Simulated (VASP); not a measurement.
# SnGe2 (P-3m1) in VASP: a series of runs

The runs below take SnGe2 through single point, relaxation of cell and atoms, with PBE.

Program: VASP 6.6.1. These are calculated values, not measurements. Logs are shortened: lines on timing, memory, paths and dates and some standing lists are left out, and cuts for length are marked.

### 1 The cell of the first run

Symmetry: P-3m1, No. 164, trigonal system. Conventional cell: a = 3.155 Å, b = 3.155 Å, c = 7.729 Å, α = 90.00°, β = 90.00°, γ = 120.00°. Within 4.2 Å of Sn (site symmetry -3m) lie 6 Ge at 3.16 Å and 6 Sn at 3.16 Å. Within 4.2 Å of Ge (site symmetry 3m) lie 3 Sn at 3.16 Å and 9 Ge at 3.16 Å.

### 2 Single point, PBE

Contents of INCAR:

```
  PREC = Accurate
  ENCUT = 520
  EDIFF = 1E-6
  ISMEAR = 0
  SIGMA = 0.1
  LREAL = F
  LASPH = T
  NELM = 80
  ALGO = Normal
  ISIF = 2
  LWAVE = F
  LCHARG = F
  GGA = PE
  NBANDS = 28
```

Contents of KPOINTS:

```
regular mesh
0
Gamma
  6 6 2
```

Contents of POSCAR:

```
SnGe2
1.0
    3.1553210600      0.0000000000      0.0000000000
   -1.5776605300      2.7325881900      0.0000000000
    0.0000000000      0.0000000000      7.7289265700
Sn Ge
1 2
Direct
    0.0000000000      0.0000000000      0.0000000000
    0.3333333300      0.6666666700      0.6666666700
    0.6666666700      0.3333333300      0.3333333300
```

Potentials or basis: VASP PAW PBE potentials, release 64 (Sn_d, Ge_d).

The run is started by

```console
> cat potpaw_PBE.64/Sn_d/POTCAR potpaw_PBE.64/Ge_d/POTCAR > POTCAR
> mpirun -np 1 vasp_std > vasp.out
```

OUTCAR:

```text
PREC = Accurate
   ENCUT = 520
   EDIFF = 1E-6
   ISMEAR = 0
   LREAL = F
   LASPH = T
   NELM = 80
   ISIF = 2
   GGA = PE

 ion  position               nearest neighbor table
   1  0.000  0.000  0.000-   2 3.16   3 3.16   2 3.16   3 3.16   3 3.16   2 3.16
   2  0.333  0.667  0.667-   1 3.16   1 3.16   1 3.16
   3  0.667  0.333  0.333-   1 3.16   1 3.16   1 3.16

  LATTYP: Found a hexagonal cell.
 ALAT       =     3.1553210600
 C/A-ratio  =     2.4494897423

  Lattice vectors:

 A1 = (   3.1553210600,   0.0000000000,   0.0000000000)
 A2 = (  -1.5776605300,   2.7325881900,   0.0000000000)
 A3 = (   0.0000000000,   0.0000000000,   7.7289265700)

Analysis of symmetry for initial positions (statically):
=====================================================================
 Subroutine PRICEL returns:
 Original cell was already a primitive cell.

 Routine SETGRP: Setting up the symmetry group for a
 hexagonal supercell.

 Subroutine GETGRP returns: Found 12 space group operations
 (whereof 12 operations were pure point group operations)
 out of a pool of 24 trial point group operations.

The static configuration has the point symmetry D_3d.

Analysis of symmetry for dynamics (positions and initial velocities):
=====================================================================
 Subroutine PRICEL returns:
 Original cell was already a primitive cell.

 Routine SETGRP: Setting up the symmetry group for a
 hexagonal supercell.

 Subroutine GETGRP returns: Found 12 space group operations
 (whereof 12 operations were pure point group operations)
 out of a pool of 24 trial point group operations.

The dynamic configuration has the point symmetry D_3d.

 Subroutine INISYM returns: Found 12 space group operations
 (whereof 12 operations are pure point group operations),
 and found     1 'primitive' translations

----------------------------------------------------------------------------------------

                                     Primitive cell

  volume of cell :      66.6403

  direct lattice vectors                    reciprocal lattice vectors
     3.155321060  0.000000000  0.000000000     0.316924960  0.182976711  0.000000000
    -1.577660530  2.732588190  0.000000000     0.000000000  0.365953422  0.000000000
[... 71 lines left out ...]
   LNONCOLLINEAR =      F non collinear calculations
   LSORBIT =      F    spin-orbit coupling
   LASPH  =      T    aspherical Exc in radial PAW
   ENCUT  =  520.0 eV  38.22 Ry    6.18 a.u.   5.87  5.87 14.37*2*pi/ulx,y,z
   NELM   =     80;   NELMIN=  2; NELMDL= -5     # of ELM steps
   EDIFF  = 0.1E-05   stopping-criterion for ELM
   LREAL  =      F    real-space projection
   EDIFFG = 0.1E-04   stopping-criterion for IOM
   NSW    =      0    number of steps for IOM
   IBRION =     -1    ionic relax: 0-MD 1-quasi-New 2-CG
   NFREE  =      0    steps in history (QN), initial steepest desc. (CG)
   ISIF   =      2    stress and relaxation
   ISYM   =      2    0-nonsym 1-usesym 2-fastsym
   POTIM  = 0.5000    time-step for ionic-motion
   TEBEG  =    0.0;   TEEND  =   0.0 temperature during run
   PSTRESS=    0.0 pullay stress
   NELECT =      42.0000    total number of electrons
   NUPDOWN=      -1.0000    fix difference up-down
   EMIN   =  10.00;   EMAX   =-10.00  energy-range for DOS
   EFERMI =   0.00;   METHOD = LEGACY
   ISMEAR =     0;   SIGMA  =   0.10  broadening in eV -4-tet -1-fermi 0-gaus
   EFERMI_NEDOS =   21; number of points for ismear=-14 and -15
   IALGO  =     38    algorithm
   IMIX   =      4    mixing-type and parameters
     AMIX     =   0.40;   BMIX     =  1.00
     AMIX_MAG =   1.60;   BMIX_MAG =  1.00
  volume/ion in A,a.u.               =      22.21       149.90
  Fermi-wavevector in a.u.,A,eV,Ry     =   1.403607  2.652433 26.805021  1.970113
  Thomas-Fermi vector in A             =   2.526252
   LORBIT       =      0    0 simple, 1 ext, 2 COOP (PROOUT), +10 PAW based schemes
   GGA     = PE    functional components
   LHFCALC =     F    Hartree Fock is set to
   AEXX    =    0.0000 exact exchange contribution
   IVDW    =     0    specifies the selected vdW correction
   LEPSILON=     F    determine dielectric tensor
   LRPA    =     F    only Hartree local field effects (RPA)
 non-spin polarized calculation
 Gauss-broadening in eV      SIGMA  =   0.10
  energy-cutoff  :      520.00
  volume of cell :       66.64
 maximum number of plane-waves:      1816
 NGX is ok and might be reduce to    24
   NGX = 11   NGY = 11   NGZ = 29

 number of electron      42.0000040 magnetization

 Free energy of the ion-electron system (eV)
  ---------------------------------------------------
  ext. energy  EPLUGINS =         0.00000000
  ---------------------------------------------------
  free energy    TOTEN  =       -11.84866359 eV

  energy without entropy =      -11.84049365  energy(sigma->0) =      -11.84457862

 E-fermi :   7.0442     XC(G=0): -10.7854

 val. band max:        6.9904015159   @ k =   0.1667   0.1667   0.5000
 cond. band min:       7.0781871681   @ k =   0.5000  -0.0000   0.5000
 fundamental gap:      0.0877856522
 Fermi energy:         7.0441787063

 k-point     1 :       0.0000    0.0000    0.0000
  band No.  band energies     occupation
      1     -17.6374      2.00000
      2     -17.6373      2.00000
      3     -17.6373      2.00000
      4     -17.6370      2.00000
      5     -17.6370      2.00000
      6     -17.6363      2.00000
[... 423 lines left out ...]
     27       9.4547      0.00000
     28      17.3867      0.00000

------------------------ aborting loop because EDIFF is reached ----------------------------------------

  FORCE on cell =-STRESS in cart. coord.  units (eV):
  Direction    XX          YY          ZZ          XY          YZ          ZX
  --------------------------------------------------------------------------------------
  -------------------------------------------------------------------------------------
  Total        1.1150294      1.1150294      0.4281346      0.0000000     -0.0000000      0.0000000
  in kB       26.8077252     26.8077251     10.2932858      0.0000000     -0.0000000      0.0000000
  external PRESSURE =      21.3029120 kB  Pullay stress =       0.0000000 kB

 VOLUME and BASIS-vectors are now :
 -----------------------------------------------------------------------------
  energy-cutoff  :      520.00
  volume of cell :       66.64
      direct lattice vectors                 reciprocal lattice vectors
     3.155321060  0.000000000  0.000000000     0.316924960  0.182976711  0.000000000
    -1.577660530  2.732588190  0.000000000     0.000000000  0.365953422  0.000000000
     0.000000000  0.000000000  7.728926570     0.000000000  0.000000000  0.129384073

 POSITION                                       TOTAL-FORCE (eV/Angst)
 -----------------------------------------------------------------------------------
      0.00000      0.00000      0.00000        -0.000000      0.000000      0.000000
     -0.00000      1.82173      5.15262        -0.000000     -0.000000     -0.620254
      1.57766      0.91086      2.57631         0.000000      0.000000      0.620254
 -----------------------------------------------------------------------------------
    total drift:                                0.000000     -0.000000     -0.000000

  FREE ENERGIE OF THE ION-ELECTRON SYSTEM (eV)
  ---------------------------------------------------
  free  energy   TOTEN  =       -11.8486635882 eV

  energy  without entropy=      -11.8404936483  energy(sigma->0) =      -11.84457862
```

OSZICAR:

```text
N       E                     dE             d eps       ncg     rms          rms(c)
DAV:   1     0.331322252592E+03    0.33132E+03   -0.21682E+04   908   0.364E+03
DAV:   2     0.417297153165E+02   -0.28959E+03   -0.28357E+03   784   0.680E+02
DAV:   3    -0.947113075905E+01   -0.51201E+02   -0.50557E+02   900   0.189E+02
DAV:   4    -0.118245622531E+02   -0.23534E+01   -0.23481E+01   920   0.455E+01
DAV:   5    -0.118859071151E+02   -0.61345E-01   -0.61339E-01  1040   0.737E+00    0.212E+00
DAV:   6    -0.118596020204E+02    0.26305E-01   -0.45747E-02  1008   0.238E+00    0.118E+00
DAV:   7    -0.118490926973E+02    0.10509E-01   -0.21387E-02  1000   0.159E+00    0.132E-01
DAV:   8    -0.118487370651E+02    0.35563E-03   -0.18181E-03   892   0.464E-01    0.557E-02
DAV:   9    -0.118486567791E+02    0.80286E-04   -0.36430E-04  1008   0.276E-01    0.204E-02
DAV:  10    -0.118486619175E+02   -0.51384E-05   -0.19176E-05   940   0.456E-02    0.662E-03
DAV:  11    -0.118486637105E+02   -0.17929E-05   -0.24510E-06   744   0.113E-02    0.106E-03
DAV:  12    -0.118486635882E+02    0.12228E-06   -0.35964E-07   496   0.709E-03
   1 F= -.11848664E+02 E0= -.11844579E+02  d E =-.816994E-02
```

It took 17 s on 1 thread of Intel Xeon Platinum 8488C (Sapphire Rapids), shared host; peak memory 0.18 GiB.

What came out:

* Free energy: -11.8487 eV
* Pressure: 2.1 GPa
* Largest force: 0.620 eV/Å
* Band gap on the k mesh: zero (bands 21 and 22 overlap by 8.04 eV)

Forces on the atoms (eV/Å):
```
Sn   0.000  0.000  0.000
Ge   0.000  0.000 -0.620
Ge   0.000  0.000  0.620
```

Caveat: the k points lie up to 0.41 Å⁻¹ apart, too coarse for converged energies and pressures of a metal; spin-orbit coupling is left out, which moves the levels of the heavy elements.

### 3 Single point, PBE

This run uses another cell than the first one, of 23.32 Å³/atom.

Contents of INCAR:

```
PREC = Accurate
ENCUT = 520
EDIFF = 1E-6
ISMEAR = 0
SIGMA = 0.1
LREAL = False
LASPH = True
NELM = 100
ALGO = Normal
ISIF = 2
LWAVE = False
LCHARG = False
GGA = PE
NBANDS = 28
```

Contents of KPOINTS:

```
Automatic mesh
0
Gamma
  6 6 2
```

Contents of POSCAR:

```
SnGe2
1.0
    3.2022497999      0.0000000000      0.0000000000
   -1.6011248999      2.7732296760      0.0000000000
    0.0000000000      0.0000000000      7.8763832332
Sn Ge
1 2
Direct
    0.0000000000      0.0000000000      0.0000000000
    0.3333333333      0.6666666667      0.6329045170
    0.6666666667      0.3333333333      0.3670954830
```

Potentials or basis: VASP PAW PBE potentials, release 64 (Sn_d, Ge_d).

The run is started by

```console
> cat potpaw_PBE.64/Sn_d/POTCAR potpaw_PBE.64/Ge_d/POTCAR > POTCAR
> mpirun -np 1 vasp_std > vasp.out
```

Wall time 19 s (1 thread of Intel Xeon Platinum 8488C (Sapphire Rapids), shared host); peak memory 0.18 GiB.

The run converged. Its results:

- Free energy: -12.1127 eV
- Pressure: -0.2 GPa
- Largest force: 0.015 eV/Å
- Band gap on the k mesh: zero (bands 21 and 22 overlap by 6.85 eV)

Forces on the atoms (eV/Å):
```
Sn   0.000  0.000  0.000
Ge   0.000  0.000  0.015
Ge   0.000  0.000 -0.015
```

Stress tensor (GPa, compression positive):
```
-0.15  0.00  0.00
 0.00 -0.15  0.00
 0.00  0.00 -0.31
```

Levels at points of the mesh, in eV from the Fermi level:
```csv
k point,band 18,band 19,band 20,band 21,band 22,band 23,band 24,band 25
"(0.00, 0.00, 0.00)",-8.62,-1.52,-1.15,5.17,5.17,6.71,6.71,8.04
"(0.50, 0.00, 0.00)",-5.15,-3.87,-3.63,-2.91,1.86,2.31,2.99,3.51
"(0.00, 0.00, 0.50)",-7.16,-4.47,2.98,4.86,5.15,5.15,6.83,6.83
"(0.50, 0.00, 0.50)",-5.78,-4.64,-2.21,-1.64,0.39,0.71,1.98,3.84
```

Caveat: the k points lie up to 0.40 Å⁻¹ apart, too coarse for converged energies and pressures of a metal; spin-orbit coupling is left out, which moves the levels of the heavy elements.

### 4 Relaxation of cell and atoms, PBE

Contents of INCAR:

```
PREC = Accurate
ENCUT = 600
EDIFF = 1E-7
ISMEAR = 0
SIGMA = 0.1
LREAL = F
LASPH = T
NELM = 60
ALGO = Normal
ISIF = 3
LWAVE = F
LCHARG = F
GGA = PE
IBRION = 2
NSW = 90
EDIFFG = -0.04
```

Contents of KPOINTS:

```
regular mesh
0
Gamma
  6 6 2
```

Contents of POSCAR:

```
SnGe2
1.0
    3.1553210600      0.0000000000      0.0000000000
   -1.5776605300      2.7325881900      0.0000000000
    0.0000000000      0.0000000000      7.7289265700
Sn Ge
1 2
Direct
    0.0000000000      0.0000000000      0.0000000000
    0.3333333300      0.6666666700      0.6666666700
    0.6666666700      0.3333333300      0.3333333300
```

The run is started by

```console
> cat potpaw_PBE.64/Sn_d/POTCAR potpaw_PBE.64/Ge_d/POTCAR > POTCAR
> mpirun -np 1 vasp_std > vasp.out
```

Wall time 5.6 min (1 thread of Intel Xeon Platinum 8488C (Sapphire Rapids), shared host); peak memory 0.24 GiB.

It converged, with:

```yaml
Free_energy: -12.1636 eV
Relaxed_volume: 22.71 Å³/atom
Relaxed_cell: a = 3.404 Å, b = 3.404 Å, c = 6.789 Å, α = 90.00°, β = 90.00°, γ = 120.00°
Space_group_after_relaxing_to_0.1_Å: P-3m1 (No. 164)
Energy_gained_by_relaxing: 105.0 meV/atom
Ionic_steps: 16
Pressure_after_relaxing: -0.1 GPa
Largest_force_after_relaxing: 0.015 eV/Å
Band_gap_on_the_k_mesh: zero (bands 21 and 22 overlap by 4.95 eV)
```

Forces on the atoms (eV/Å):
```
Sn   0.000  0.000  0.000
Ge   0.000  0.000  0.015
Ge   0.000  0.000 -0.015
```

The path:
```tsv
step	energy change (eV)	largest force (eV/Å)	pressure (GPa)	volume (Å³)
1	0.0000	0.6204	2.17	66.64
2	-0.0556	0.5986	-0.64	69.58
3	-0.0646	0.5901	-1.96	71.24
4	-0.1125	0.6014	-2.00	71.09
5	-0.2292	0.3228	-1.49	70.61
6	-0.1457	0.9652	1.82	69.42
7	-0.2520	0.0029	-0.89	70.23
8	-0.2527	0.0596	-0.77	70.18
9	-0.2593	0.0429	0.21	68.74
10	-0.2594	0.0393	0.42	68.47
11	-0.2654	0.0243	0.41	68.44
12	-0.2990	0.0168	-0.17	68.28
13	-0.2438	0.1939	0.65	67.60
14	-0.3031	0.0153	0.07	67.98
15	-0.3147	0.0179	-0.12	68.15
16	-0.3149	0.0152	-0.13	68.13
```

Final structure:
```
Sn Ge
1.0
     3.40406    0.00000    0.00000
    -1.70203    2.94800    0.00000
     0.00000    0.00000    6.78938
Sn Ge
1 2
Direct
  0.00000 0.00000 0.00000
  0.33333 0.66667 0.64077
  0.66667 0.33333 0.35923
```

Levels at points of the mesh, in eV from the Fermi level:
```tsv
k point	band 18	band 19	band 20	band 21	band 22	band 23	band 24	band 25
(0.00, 0.00, 0.00)	-8.53	0.70	1.11	3.15	3.15	4.57	4.57	6.94
(0.50, 0.00, 0.00)	-5.33	-3.98	-3.70	-3.20	0.19	3.41	3.62	3.83
(0.00, 0.00, 0.50)	-5.23	-4.11	3.09	3.09	5.05	5.05	6.17	6.22
(0.50, 0.00, 0.50)	-6.64	-5.22	-0.95	-0.78	0.30	0.55	0.97	2.04
```

Caveat: the k points lie up to 0.46 Å⁻¹ apart in the final cell, too coarse for converged energies and pressures of a metal; spin-orbit coupling is left out, which moves the levels of the heavy elements.

### 5 Single point, PBE

This run uses another cell than the first one, of 22.82 Å³/atom.

Contents of INCAR:

```
SYSTEM = SnGe2
  PREC = Accurate
  ENCUT = 520
  EDIFF = 1E-6
  ISMEAR = 0
  SIGMA = 0.1
  LREAL = .FALSE.
  LASPH = .TRUE.
  NELM = 80
  ALGO = Normal
  ISIF = 2
  LWAVE = .FALSE.
  LCHARG = .FALSE.
  GGA = PE
  NBANDS = 28
```

Contents of KPOINTS:

```
regular mesh
0
G
  18 18 6
  0 0 0
```

Contents of POSCAR:

```
SnGe2
1.0
    3.2379885598      0.0000000000      0.0000000000
   -1.6189942799      2.8041803500      0.0000000000
    0.0000000000      0.0000000000      7.5391174742
Sn Ge
1 2
Direct
    0.0000000000      0.0000000000      0.0000000000
    0.3333333333      0.6666666667      0.6387475729
    0.6666666667      0.3333333333      0.3612524271
```

The run is started by

```console
> cat potpaw_PBE.64/Sn_d/POTCAR potpaw_PBE.64/Ge_d/POTCAR > POTCAR
> mpirun -np 1 vasp_std > vasp.out
```

It took 3.1 min on 1 thread of Intel Xeon Platinum 8488C (Sapphire Rapids), shared host; peak memory 0.44 GiB.

It converged, with:

| Property | Result |
| --- | --- |
| Free energy | -12.0931 eV |
| Pressure | 0.0 GPa |
| Largest force | 0.008 eV/Å |
| Band gap on the k mesh | zero (bands 21 and 22 overlap by 6.65 eV) |

Forces in eV/Å, atoms in the order of the input:
```
Sn   0.000  0.000  0.000
Ge   0.000  0.000  0.008
Ge   0.000  0.000 -0.008
```

Levels at points of the mesh, in eV from the Fermi level:
| k point | band 17 | band 18 | band 19 | band 20 | band 21 | band 22 | band 23 | band 24 | band 25 | band 26 |
| --- | --- | --- | --- | --- | --- | --- | --- | --- | --- | --- |
| (0.00, 0.00, 0.00) | -9.65 | -8.81 | -1.09 | -0.71 | 4.74 | 4.74 | 6.17 | 6.17 | 8.27 | 8.27 |
| (0.50, 0.00, 0.00) | -7.26 | -5.22 | -3.99 | -3.75 | -3.17 | 1.48 | 2.55 | 3.39 | 3.55 | 4.50 |
| (0.00, 0.00, 0.50) | -10.80 | -6.79 | -4.59 | 4.02 | 4.71 | 4.71 | 5.42 | 6.37 | 6.37 | 7.89 |
| (0.50, 0.00, 0.50) | -7.03 | -6.08 | -4.91 | -1.94 | -1.46 | 0.23 | 0.53 | 1.68 | 3.29 | 5.47 |

Caveat: spin-orbit coupling is left out, which moves the levels of the heavy elements.

### 6 Summary

```tsv
task	cell	k mesh	cutoff (eV)	gap on the mesh (eV)	pressure (GPa)	largest force (eV/Å)
single point	a = 3.155, b = 3.155, c = 7.729 Å, angles 90.0, 90.0, 120.0°, 3 atoms, atomic positions A	6 × 6 × 2	520	none	2.1	0.62
single point	a = 3.202, b = 3.202, c = 7.876 Å, angles 90.0, 90.0, 120.0°, 3 atoms, atomic positions B	6 × 6 × 2	520	none	-0.2	0.02
relaxation of cell and atoms	relaxed from a = 3.155, b = 3.155, c = 7.729 Å, angles 90.0, 90.0, 120.0°, 3 atoms, atomic positions A	6 × 6 × 2	600	none	-0.1	0.02
single point	a = 3.238, b = 3.238, c = 7.539 Å, angles 90.0, 90.0, 120.0°, 3 atoms, atomic positions C	18 × 18 × 6	520	none	0.0	0.01
```

Alike in all rows: level PBE; potentials or basis VASP PAW PBE potentials, release 64 (Sn_d, Ge_d); no spin polarisation; smearing gaussian 0.1 eV.

Caveats: some runs use coarse meshes; spin-orbit coupling is left out, which moves the levels of the heavy elements.

Absolute energies hang on the potentials; compare differences alone.
